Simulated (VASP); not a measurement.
# NbSi (CsCl type) (Pm-3m) in VASP: further runs

Runs on NbSi (CsCl type). Level: LDA. Tasks: single point, relaxation of cell and atoms.

Everything below comes from runs of VASP 6.6.1. Logs are shortened: lines on timing, memory, paths and dates and some standing lists are left out, and cuts for length are marked.

## Step 1: The cell of the first run

It takes space group Pm-3m (No. 221, cubic). The conventional cell has a = 3.110 Å, b = 3.110 Å, c = 3.110 Å, α = 90.00°, β = 90.00°, γ = 90.00°. Nb (site symmetry m-3m) has 8 Si at 2.69 Å and 6 Nb at 3.11 Å within 3.6 Å. Within 3.6 Å of Si (site symmetry m-3m) lie 8 Nb at 2.69 Å and 6 Si at 3.11 Å.

## Step 2: Single point, LDA

Input file INCAR:

```
PREC = Accurate
ENCUT = 520
EDIFF = 1E-7
ISMEAR = -1
SIGMA = 0.1
LREAL = False
LASPH = True
NELM = 80
ALGO = Normal
ISIF = 2
LWAVE = False
LCHARG = False
GGA = CA
NBANDS = 16
```

Input file KPOINTS:

```
regular mesh
0
Gamma
  14 14 14
```

Input file POSCAR:

```
NbSi
1.0
    3.1099964734      0.0000000000      0.0000000000
    0.0000000000      3.1099964734      0.0000000000
    0.0000000000      0.0000000000      3.1099964734
Nb Si
1 1
Direct
    0.0000000000      0.0000000000      0.0000000000
    0.5000000000      0.5000000000      0.5000000000
```

Potentials or basis: VASP PAW LDA potentials, release 64 (Nb_sv, Si).

Launch:

```sh
$ cat potpaw_LDA.64/Nb_sv/POTCAR potpaw_LDA.64/Si/POTCAR > POTCAR
$ mpirun -np 1 vasp_std > vasp.out
```

OUTCAR:

```text
PREC = Accurate
   ENCUT = 520
   EDIFF = 1E-7
   ISMEAR = -1
   LREAL = False
   LASPH = True
   NELM = 80
   ISIF = 2
   GGA = CA

 ion  position               nearest neighbor table
   1  0.000  0.000  0.000-   2 2.69   2 2.69   2 2.69   2 2.69   2 2.69   2 2.69   2 2.69   2 2.69

   2  0.500  0.500  0.500-   1 2.69   1 2.69   1 2.69   1 2.69   1 2.69   1 2.69   1 2.69   1 2.69

  LATTYP: Found a simple cubic cell.
 ALAT       =     3.1099964734

  Lattice vectors:

 A1 = (   3.1099964734,   0.0000000000,   0.0000000000)
 A2 = (   0.0000000000,   3.1099964734,   0.0000000000)
 A3 = (   0.0000000000,   0.0000000000,   3.1099964734)

Analysis of symmetry for initial positions (statically):
=====================================================================
 Subroutine PRICEL returns:
 Original cell was already a primitive cell.

 Routine SETGRP: Setting up the symmetry group for a
 simple cubic supercell.

 Subroutine GETGRP returns: Found 48 space group operations
 (whereof 48 operations were pure point group operations)
 out of a pool of 48 trial point group operations.

The static configuration has the point symmetry O_h .

Analysis of symmetry for dynamics (positions and initial velocities):
=====================================================================
 Subroutine PRICEL returns:
 Original cell was already a primitive cell.

 Routine SETGRP: Setting up the symmetry group for a
 simple cubic supercell.

 Subroutine GETGRP returns: Found 48 space group operations
 (whereof 48 operations were pure point group operations)
 out of a pool of 48 trial point group operations.

The dynamic configuration has the point symmetry O_h .

 Subroutine INISYM returns: Found 48 space group operations
 (whereof 48 operations are pure point group operations),
 and found     1 'primitive' translations

----------------------------------------------------------------------------------------

                                     Primitive cell

  volume of cell :      30.0801

  direct lattice vectors                    reciprocal lattice vectors
     3.109996473  0.000000000  0.000000000     0.321543773  0.000000000  0.000000000
     0.000000000  3.109996473  0.000000000     0.000000000  0.321543773  0.000000000
     0.000000000  0.000000000  3.109996473     0.000000000  0.000000000  0.321543773
[... 75 lines left out ...]
   PREC   = accura    normal or accurate (medium, high low for compatibility)
   ISTART =      0    job   : 0-new  1-cont  2-samecut
   ICHARG =      2    charge: 1-file 2-atom 10-const
   ISPIN  =      1    spin polarized calculation?
   LNONCOLLINEAR =      F non collinear calculations
   LSORBIT =      F    spin-orbit coupling
   LASPH  =      T    aspherical Exc in radial PAW
   ENCUT  =  520.0 eV  38.22 Ry    6.18 a.u.   5.78  5.78  5.78*2*pi/ulx,y,z
   NELM   =     80;   NELMIN=  2; NELMDL= -5     # of ELM steps
   EDIFF  = 0.1E-06   stopping-criterion for ELM
   LREAL  =      F    real-space projection
   EDIFFG = 0.1E-05   stopping-criterion for IOM
   NSW    =      0    number of steps for IOM
   IBRION =     -1    ionic relax: 0-MD 1-quasi-New 2-CG
   NFREE  =      0    steps in history (QN), initial steepest desc. (CG)
   ISIF   =      2    stress and relaxation
   ISYM   =      2    0-nonsym 1-usesym 2-fastsym
   POTIM  = 0.5000    time-step for ionic-motion
   TEBEG  =    0.0;   TEEND  =   0.0 temperature during run
   PSTRESS=    0.0 pullay stress
   NELECT =      17.0000    total number of electrons
   NUPDOWN=      -1.0000    fix difference up-down
   EMIN   =  10.00;   EMAX   =-10.00  energy-range for DOS
   EFERMI =   0.00;   METHOD = LEGACY
   ISMEAR =    -1;   SIGMA  =   0.10  broadening in eV -4-tet -1-fermi 0-gaus
   EFERMI_NEDOS =   21; number of points for ismear=-14 and -15
   IALGO  =     38    algorithm
   IMIX   =      4    mixing-type and parameters
     AMIX     =   0.40;   BMIX     =  1.00
     AMIX_MAG =   1.60;   BMIX_MAG =  1.00
  volume/ion in A,a.u.               =      15.04       101.50
  Fermi-wavevector in a.u.,A,eV,Ry     =   1.353520  2.557781 24.926084  1.832016
  Thomas-Fermi vector in A             =   2.480768
   LORBIT       =      0    0 simple, 1 ext, 2 COOP (PROOUT), +10 PAW based schemes
   GGA     = CA    functional components
   LHFCALC =     F    Hartree Fock is set to
   AEXX    =    0.0000 exact exchange contribution
   IVDW    =     0    specifies the selected vdW correction
   LEPSILON=     F    determine dielectric tensor
   LRPA    =     F    only Hartree local field effects (RPA)
 non-spin polarized calculation
  energy-cutoff  :      520.00
  volume of cell :       30.08
 maximum number of plane-waves:       840
 NGX is ok and might be reduce to    24
   NGX = 11   NGY = 11   NGZ = 11

 number of electron      17.0000000 magnetization

 Free energy of the ion-electron system (eV)
  ---------------------------------------------------
  ext. energy  EPLUGINS =         0.00000000
  ---------------------------------------------------
  free energy    TOTEN  =       -17.75194486 eV

  energy without entropy =      -17.70196148  energy(sigma->0) =      -17.72695317

 E-fermi :  11.6366     XC(G=0): -12.4336

 val. band max:       11.6206713463   @ k =   0.5000   0.2143   0.1429
 cond. band min:      11.6438279545   @ k =   0.3571   0.3571   0.0714
 fundamental gap:      0.0231566082
 Fermi energy:        11.6365583085

 k-point     1 :       0.0000    0.0000    0.0000
  band No.  band energies     occupation
      1     -42.5964      2.00000
      2     -18.6654      2.00000
      3     -18.6654      2.00000
      4     -18.6654      2.00000
      5       0.3886      2.00000
      6       8.7962      2.00000
[... 433 lines left out ...]
      3     -18.8193      2.00000
      4     -18.6073      2.00000
      5       2.8935      2.00000
      6       7.0191      2.00000
[... 8 lines left out ...]
     15      21.4911      0.00000
     16      23.5318      0.00000

 [... further k-points ...]
[... 5 lines left out ...]
  --------------------------------------------------------------------------------------
  -------------------------------------------------------------------------------------
  Total        0.0012337      0.0012337      0.0012337     -0.0000000      0.0000000     -0.0000000
  in kB        0.0657118      0.0657118      0.0657118     -0.0000000      0.0000000     -0.0000000
  external PRESSURE =       0.0657118 kB  Pullay stress =       0.0000000 kB

 VOLUME and BASIS-vectors are now :
 -----------------------------------------------------------------------------
  energy-cutoff  :      520.00
  volume of cell :       30.08
      direct lattice vectors                 reciprocal lattice vectors
     3.109996473  0.000000000  0.000000000     0.321543773  0.000000000  0.000000000
     0.000000000  3.109996473  0.000000000     0.000000000  0.321543773  0.000000000
     0.000000000  0.000000000  3.109996473     0.000000000  0.000000000  0.321543773

 POSITION                                       TOTAL-FORCE (eV/Angst)
 -----------------------------------------------------------------------------------
      0.00000      0.00000      0.00000         0.000000      0.000000      0.000000
      1.55500      1.55500      1.55500         0.000000      0.000000      0.000000
 -----------------------------------------------------------------------------------
    total drift:                                0.000000      0.000000      0.000000

  FREE ENERGIE OF THE ION-ELECTRON SYSTEM (eV)
  ---------------------------------------------------
  free  energy   TOTEN  =       -17.7519448613 eV

  energy  without entropy=      -17.7019614816  energy(sigma->0) =      -17.72695317
```

OSZICAR:

```text
N       E                     dE             d eps       ncg     rms          rms(c)
DAV:   1     0.131378505155E+03    0.13138E+03   -0.82935E+03  3848   0.102E+03
DAV:   2    -0.123786013402E+02   -0.14376E+03   -0.13559E+03  4848   0.359E+02
DAV:   3    -0.183793302193E+02   -0.60007E+01   -0.57966E+01  6080   0.617E+01
DAV:   4    -0.185921971638E+02   -0.21287E+00   -0.21231E+00  4984   0.105E+01
DAV:   5    -0.186021130491E+02   -0.99159E-02   -0.99132E-02  6176   0.228E+00    0.866E+00
DAV:   6    -0.177754711734E+02    0.82664E+00   -0.20116E+00  6144   0.142E+01    0.286E+00
DAV:   7    -0.177597500250E+02    0.15721E-01   -0.99535E-02  4768   0.234E+00    0.171E+00
DAV:   8    -0.177517938184E+02    0.79562E-02   -0.28754E-02  6096   0.116E+00    0.280E-01
DAV:   9    -0.177519164414E+02   -0.12262E-03   -0.25849E-03  5344   0.353E-01    0.166E-01
DAV:  10    -0.177519520298E+02   -0.35588E-04   -0.49239E-04  5456   0.236E-01    0.285E-02
DAV:  11    -0.177519445072E+02    0.75226E-05   -0.34752E-05  5144   0.711E-02    0.229E-02
DAV:  12    -0.177519448693E+02   -0.36206E-06   -0.24750E-06  5032   0.192E-02    0.827E-03
DAV:  13    -0.177519448613E+02    0.79963E-08   -0.16694E-07  4448   0.543E-03
   1 F= -.17751945E+02 E0= -.17726953E+02  d E =-.499834E-01
```

It took 30 s on 1 thread of Intel Xeon Platinum 8175M at 2.50GHz (Skylake/Cascade Lake), shared host; peak memory 0.17 GiB.

Results:

```yaml
Free_energy: -17.7519 eV
Pressure: 0.0 GPa
```

## Step 3: Relaxation of cell and atoms, LDA

This run uses another cell than the first one, of 13.13 Å³/atom, 0.873 times its volume.

Input file INCAR:

```
PREC = Accurate ; ENCUT = 600
EDIFF = 1E-6 ; ISMEAR = -1
SIGMA = 0.1 ; LREAL = F
LASPH = T ; NELM = 100
ALGO = Normal ; ISIF = 3
LWAVE = F ; LCHARG = F
GGA = CA ; IBRION = 2
NSW = 60 ; EDIFFG = -0.005
```

Input file KPOINTS:

```
Automatic mesh
0
Gamma
  14 14 14
```

Input file POSCAR:

```
NbSi
1.0
    2.9724696115      0.0000000000      0.0000000000
    0.0000000000      2.9724696115      0.0000000000
    0.0000000000      0.0000000000      2.9724696115
Nb Si
1 1
Direct
    0.0000000000      0.0000000000      0.0000000000
    0.5000000000      0.5000000000      0.5000000000
```

Potentials or basis: VASP PAW LDA potentials, release 64 (Nb_sv, Si).

Launch:

```sh
$ cat potpaw_LDA.64/Nb_sv/POTCAR potpaw_LDA.64/Si/POTCAR > POTCAR
$ mpirun -np 1 vasp_std > vasp.out
```

Run time: 3 min. Hardware: 1 thread of Intel Xeon Platinum 8175M at 2.50GHz (Skylake/Cascade Lake), shared host; peak memory 0.18 GiB.

The run converged. Its results:

```
Free energy                            : -17.7506 eV
Relaxed volume                         : 15.04 Å³/atom
Relaxed cell                           : a = 3.110 Å, b = 3.110 Å, c = 3.110 Å, α = 90.00°, β = 90.00°, γ = 90.00°
Space group after relaxing (to 0.05 Å) : Pm-3m (No. 221)
Energy gained by relaxing              : 179.4 meV/atom
Ionic steps                            : 21
Pressure after relaxing                : 0.0 GPa
```

Step by step:
```tsv
step	energy change (eV)	largest force (eV/Å)	pressure (GPa)	volume (Å³)
1	0.0000	0.0000	33.79	26.26
2	0.5034	0.0000	-27.32	38.26
3	-0.3573	0.0000	-1.70	30.36
4	-0.3588	0.0000	-0.26	30.12
5	-0.3587	0.0000	0.25	30.04
6	-0.3588	0.0000	0.26	30.05
7	-0.3588	0.0000	0.28	30.05
8	-0.3588	0.0000	0.24	30.05
9	-0.3588	0.0000	0.24	30.05
10	-0.3588	0.0000	0.24	30.05
11	-0.3588	0.0000	0.24	30.05
12	-0.3588	0.0000	0.24	30.05
13	-0.3588	0.0000	0.24	30.05
14	-0.3588	0.0000	0.24	30.05
15	-0.3588	0.0000	0.25	30.05
16	-0.3588	0.0000	0.21	30.05
17	-0.3588	0.0000	0.18	30.06
18	-0.3588	0.0000	0.10	30.08
19	-0.3588	0.0000	-0.13	30.10
20	-0.3588	0.0000	-0.07	30.09
21	-0.3588	0.0000	-0.03	30.08
```

Final structure:
```yaml
crystal:
  lattice:
    - [3.11012, 0.00000, 0.00000]
    - [0.00000, 3.11012, 0.00000]
    - [0.00000, 0.00000, 3.11012]
  atoms:
    - { symbol: Nb, position: [0.00000, 0.00000, 0.00000] }
    - { symbol: Si, position: [0.50000, 0.50000, 0.50000] }
```

Levels at points of the mesh, in eV from the Fermi level:
```tsv
k point	band 5	band 6	band 7	band 8	band 9	band 10	band 11	band 12
(0.00, 0.00, 0.00)	-11.25	-2.84	-2.84	2.34	2.34	2.34	2.63	2.63
(0.50, 0.00, 0.00)	-7.98	-6.44	-1.64	-1.15	-1.15	2.84	4.44	5.41
(0.50, 0.50, 0.00)	-8.17	-2.85	-2.85	-2.29	0.27	0.27	4.41	4.92
(0.50, 0.50, 0.50)	-5.31	-5.31	-5.31	-3.78	4.08	4.08	4.08	4.57
```

## Step 4: Single point, LDA (volume scaled by 0.4)

Input file INCAR:

```
ALGO     = Normal         # electronic algorithm
EDIFF    = 1E-6           # SCF threshold, eV
ENCUT    = 520            # plane-wave cutoff, eV
ISIF     = 2              # what is computed and relaxed
ISMEAR   = -1             # smearing method
LASPH    = T              # aspherical terms in the spheres
LCHARG   = F              # write CHGCAR
LREAL    = F              # projectors in reciprocal space
LWAVE    = F              # write WAVECAR
NBANDS   = 16             # bands
NELM     = 80             # most SCF steps
PREC     = Accurate       # precision mode
SIGMA    = 0.1            # smearing width, eV
```

Input file KPOINTS:

```
k-points
0
Gamma
  14 14 14
```

Input file POSCAR:

```
NbSi
1.0
    2.2914649937      0.0000000000      0.0000000000
    0.0000000000      2.2914649937      0.0000000000
    0.0000000000      0.0000000000      2.2914649937
Nb Si
1 1
Direct
    0.0000000000      0.0000000000      0.0000000000
    0.5000000000      0.5000000000      0.5000000000
```

Potentials or basis: VASP PAW LDA potentials, release 64 (Nb_sv, Si).

Launch:

```sh
$ cat potpaw_LDA.64/Nb_sv/POTCAR potpaw_LDA.64/Si/POTCAR > POTCAR
$ mpirun -np 1 vasp_std > vasp.out
```

OUTCAR:

```text
EDIFF = 1E-6
   ENCUT = 520
   ISIF = 2
   ISMEAR = -1
   LASPH = T
   LREAL = F
   NELM = 80
   PREC = Accurate

 ion  position               nearest neighbor table
   1  0.000  0.000  0.000-   2 1.98   2 1.98   2 1.98   2 1.98   2 1.98   2 1.98   2 1.98   2 1.98

   2  0.500  0.500  0.500-   1 1.98   1 1.98   1 1.98   1 1.98   1 1.98   1 1.98   1 1.98   1 1.98

  LATTYP: Found a simple cubic cell.
 ALAT       =     2.2914649937

  Lattice vectors:

 A1 = (   2.2914649937,   0.0000000000,   0.0000000000)
 A2 = (   0.0000000000,   2.2914649937,   0.0000000000)
[... 625 lines left out ...]
      4       1.9715      2.00000
      5      20.3017      2.00000
      6      22.2013      2.00000
[... 8 lines left out ...]
     15      51.6829      0.00000
     16      52.2693      0.00000

 [... further k-points ...]
[... 5 lines left out ...]
  --------------------------------------------------------------------------------------
  -------------------------------------------------------------------------------------
  Total       73.5043117     73.5043117     73.5043117     -0.0000000     -0.0000000      0.0000000
  in kB     9787.7691185   9787.7691185   9787.7691185     -0.0000000     -0.0000000      0.0000000
  external PRESSURE =    9787.7691185 kB  Pullay stress =       0.0000000 kB

 VOLUME and BASIS-vectors are now :
 -----------------------------------------------------------------------------
  energy-cutoff  :      520.00
  volume of cell :       12.03
      direct lattice vectors                 reciprocal lattice vectors
     2.291464994  0.000000000  0.000000000     0.436402041  0.000000000  0.000000000
     0.000000000  2.291464994  0.000000000     0.000000000  0.436402041  0.000000000
     0.000000000  0.000000000  2.291464994     0.000000000  0.000000000  0.436402041

 POSITION                                       TOTAL-FORCE (eV/Angst)
 -----------------------------------------------------------------------------------
      0.00000      0.00000      0.00000         0.000000      0.000000      0.000000
      1.14573      1.14573      1.14573         0.000000      0.000000      0.000000
 -----------------------------------------------------------------------------------
    total drift:                               -0.000000     -0.000000     -0.000000

  FREE ENERGIE OF THE ION-ELECTRON SYSTEM (eV)
  ---------------------------------------------------
  free  energy   TOTEN  =         8.8933800204 eV

  energy  without entropy=        8.9142872473  energy(sigma->0) =        8.90383363
```

stdout:

```text
POSCAR found type information on POSCAR NbSi
 POSCAR found :  2 types and       2 ions
 scaLAPACK will be used
 LDA part: xc-table for (Slater(with rela. corr.)+CA(PZ))
 , standard interpolation
 POSCAR, INCAR and KPOINTS ok, starting setup
 FFT: planning ... GRIDC
 FFT: planning ... GRID_SOFT
 FFT: planning ... GRID
 WAVECAR not read
 entering main loop
```

Wall time 33 s (1 thread of Intel Xeon 8259CL, shared host); peak memory 0.13 GiB.

The run converged, but its numbers aren't listed here, since they failed a check.

Caveat: the cell differs from its parent crystal (volume scaled by 0.4).
